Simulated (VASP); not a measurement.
Wanted: the native input for a VASP 6.6.1 run.

| Property | Result |
| --- | --- |
| Task | single point |
| Functional | LDA |
| Potentials or basis | VASP PAW LDA potentials, release 64 (Sn_d, O) |
| Cutoff | 520 eV |
| k mesh | 4 × 4 × 4 |
| Occupations | gaussian, width 0.01 eV |
| Spin | no spin polarisation |
| Dipole correction | no |
| Further INCAR settings | ALGO = Normal; EDIFF = 1e-06; NBANDS = 35 |

The structure of SnO2 lies in POSCAR:

```
SnO2
1.0
    4.7880040000      0.0000000000      0.0000000000
    0.0000000000      4.8665820000      0.0000000000
    0.0000000000      0.0000000000      3.2408980000
Sn O
2 4
Direct
    0.5000000000      0.5000000000      0.5000000000
    0.0000000000      0.0000000000      0.0000000000
    0.2918550000      0.3210420000      0.0000000000
    0.7918550000      0.1789580000      0.5000000000
    0.2081450000      0.8210420000      0.5000000000
    0.7081450000      0.6789580000      0.0000000000
```

These files were run (other wordings do the same):

INCAR

```
  PREC = Accurate
  ENCUT = 520
  EDIFF = 1E-6
  ISMEAR = 0
  SIGMA = 0.01
  LREAL = F
  LASPH = T
  NELM = 100
  ALGO = Normal
  ISIF = 2
  LWAVE = F
  LCHARG = F
  GGA = CA
  NBANDS = 35
```

KPOINTS

```
regular mesh
0
Gamma
  4 4 4
```

Potentials or basis: VASP PAW LDA potentials, release 64 (Sn_d, O).

Run with:

```sh
$ cat potpaw_LDA.64/Sn_d/POTCAR potpaw_LDA.64/O/POTCAR > POTCAR
$ mpirun -np 1 vasp_std > vasp.out
```

Results of the run:

* Pressure: -10.4 GPa
* Largest force: 0.147 eV/Å
* Band gap on the k mesh: 0.70 eV

Caveat: the k points lie up to 0.48 Å⁻¹ apart; semilocal functionals underestimate gaps, and a narrow one can read as zero; spin-orbit coupling is left out, which moves the levels of the heavy elements.

Run time: 44 s on 1 thread of Intel(R) Xeon(R) Platinum 8488C (Sapphire Rapids), with other jobs on the host, peak memory 0.18 GiB.
